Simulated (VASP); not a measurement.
Crystal: SnPbO2.

```xyz
4
Lattice="3.8683 0.0000 0.0000 0.0000 3.8683 0.0000 0.0000 0.0000 4.8975" Properties=species:S:1:pos:R:3 pbc="T T T"
Pb    0.0000    0.0000    1.2455
Sn    1.9341    1.9341    3.7966
O     1.9341    0.0000   -0.0723
O     0.0000    1.9341   -0.0723
```

Base run:

| Item | Value |
| --- | --- |
| Program | VASP 6.6.1 |
| Functional | r2SCAN |
| Potentials or basis | VASP PAW PBE potentials, release 64 (Pb_d, Sn_d, O) |
| Cutoff | 520 eV |
| k mesh | 6 × 6 × 6 |
| Occupations | gaussian, width 0.01 eV |
| Spin | no spin polarisation |

Its results: band gap on the k mesh 0.78 eV, indirect (least direct gap 2.11 eV); pressure 1.8 GPa; largest force 0.111 eV/Å.

**Question.** The run is repeated on the same cell with these changes: functional from r2SCAN to PBE; k mesh from 6 × 6 × 6 to 4 × 4 × 4. What comes out?

**Answer.** Band gap on the k mesh 0.58 eV, indirect (least direct gap 1.77 eV); pressure 5.1 GPa; largest force 0.553 eV/Å.

Several settings changed at once, so the effect can't be laid on one alone.

Caveats: spin-orbit coupling is left out, which moves the levels of the heavy elements; the PAW data sets were made with another functional, which shifts forces and pressure a little (some runs).

A k mesh can miss the band edges.
